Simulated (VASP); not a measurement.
Crystal: Mg2Te3O.

```
Mg Te O
1.0
    -2.94688    2.94688    5.52453
     2.94688   -2.94688    5.52453
     2.94688    2.94688   -5.52453
Mg Te O
2 3 1
Cartesian
  0.0000 2.9469 2.7623
  2.9469 0.0000 2.7623
  0.0000 0.0000 5.5245
  0.0000 2.9469 0.0000
  2.9469 0.0000 0.0000
  0.0000 0.0000 0.0000
```

The cell was generated, and may not be a known phase.

- Program: VASP 6.6.1
- Task: relaxation of cell and atoms
- Functional: PBE
- Potentials or basis: VASP PAW PBE potentials, release 64 (Mg, Te, O)
- Cutoff: 600 eV
- k mesh: 10 × 10 × 10
- Occupations: gaussian, width 0.1 eV
- Spin: no spin polarisation

At the start: pressure -0.3 GPa; volume 31.98 Å³/atom.

Question: How do energy, volume and symmetry change on relaxing?

Answer: Over 5 steps the energy falls by 2.9 meV/atom and the volume is 31.60 Å³/atom (-1.2 %); space group I4/mmm (No. 139, to 0.1 Å) before and after.

Step by step:
```tsv
step	energy change (eV)	largest force (eV/Å)	pressure (GPa)	volume (Å³)
1	0.0000	0.0000	-0.28	191.90
2	-0.0118	0.0000	-0.08	190.33
3	-0.0166	0.0000	0.19	188.47
4	-0.0166	0.0000	0.18	188.58
5	-0.0173	0.0000	-0.02	189.59
```

Final structure:
```
CELL_PARAMETERS angstrom
-2.90678 2.90678 5.60951
2.90678 -2.90678 5.60951
2.90678 2.90678 -5.60951
ATOMIC_POSITIONS crystal
Mg 0.75000 0.25000 0.50000
Mg 0.25000 0.75000 0.50000
Te 0.50000 0.50000 0.00000
Te 0.50000 0.00000 0.50000
Te 0.00000 0.50000 0.50000
O 0.00000 0.00000 0.00000
```
